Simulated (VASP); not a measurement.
Runs of VASP 6.6.1 on Ir. The structure is that of space group P6_3/mmc (No. 194), or close to it. The cells are those of the table. 

| cell | k mesh | gap on the mesh (eV) | pressure (GPa) |
| --- | --- | --- | --- |
| a = 2.720, b = 2.720, c = 8.891 Å, angles 90.0, 90.0, 120.0°, 4 atoms | 13 × 13 × 4 | none | (b) |
| a = 2.756, b = 2.756, c = 9.008 Å, angles 90.0, 90.0, 120.0°, 4 atoms | 15 × 15 × 4 | none | -11.4 |
| a = 2.683, b = 2.683, c = 8.770 Å, angles 90.0, 90.0, 120.0°, 4 atoms | 15 × 15 × 4 | none | 19.9 |
| a = 2.606, b = 2.606, c = 8.520 Å, angles 90.0, 90.0, 120.0°, 4 atoms | 15 × 15 × 4 | none | 70.7 |
| a = 2.645, b = 2.645, c = 8.647 Å, angles 90.0, 90.0, 120.0°, 4 atoms | 15 × 15 × 4 | none | (a) |
| a = 2.720, b = 2.720, c = 8.891 Å, angles 90.0, 90.0, 120.0°, 4 atoms | 15 × 15 × 4 | none | 2.3 |

Alike in all rows: task single point; level r2SCAN; potentials or basis VASP PAW PBE potentials, release 64 (Ir); no spin polarisation; cutoff (eV) 520; smearing fermi-dirac 0.1 eV.

Problem. Fill in the values left out.

Solution. (a) 42.3; (b) 2.5.

Caveats: the PAW data sets were made with another functional, which shifts forces and pressure a little; spin-orbit coupling is left out, which moves the levels of the heavy elements.

A k mesh can miss the band edges, and the runs leave out spin-orbit coupling on Ir.

A gap of «none» marks levels without a gap at the run's occupations.
